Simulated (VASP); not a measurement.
Crystal: Pt.

```xyz
3
Lattice="4.4020 0.0000 0.0000 -2.2010 3.8123 0.0000 0.0000 0.0000 2.6984" Properties=species:S:1:pos:R:3 pbc="T T T"
Pt    0.0000    0.0000    0.0000
Pt    0.0000    2.5415    1.3492
Pt    2.2010    1.2708    1.3492
```

This isn't the form of Pt at room conditions, which is fcc.

```yaml
Program: VASP 6.6.1
Task: relaxation of cell and atoms
Functional: BLYP
Potentials_or_basis: VASP PAW PBE potentials, release 64 (Pt)
Cutoff: 600 eV
k_mesh: 8 × 8 × 12
Occupations: fermi-dirac, width 0.1 eV
Spin: no spin polarisation
```

At the start: pressure 34.1 GPa; volume 15.09 Å³/atom.

Q: Where does the relaxation end?

A: Over 9 steps the energy falls by 198.9 meV/atom and the volume is 17.14 Å³/atom (+13.5 %); space group P6/mmm (No. 191, to 0.1 Å) before and after.

The path:
```csv
step,energy change (eV),largest force (eV/Å),pressure (GPa),volume (Å³)
1,0.0000,0.0000,34.06,45.28
2,1.3161,0.0000,-23.54,69.69
3,-0.5831,0.0000,-3.11,52.33
4,-0.5902,0.0000,-0.99,51.70
5,-0.5907,0.0000,-0.27,51.50
6,-0.5966,0.0000,0.20,51.36
7,-0.5967,0.0000,0.14,51.37
8,-0.5967,0.0000,-0.17,51.46
9,-0.5967,0.0000,0.01,51.41
```

Final structure:
```xyz
3
Lattice="4.6386 0.0000 0.0000 -2.3193 4.0171 0.0000 0.0000 0.0000 2.7589" Properties=species:S:1:pos:R:3 pbc="T T T"
Pt    0.0000    0.0000    0.0000
Pt    0.0000    2.6781    1.3794
Pt    2.3193    1.3390    1.3794
```

Caveat: the PAW data sets were made with another functional, which shifts forces and pressure a little.
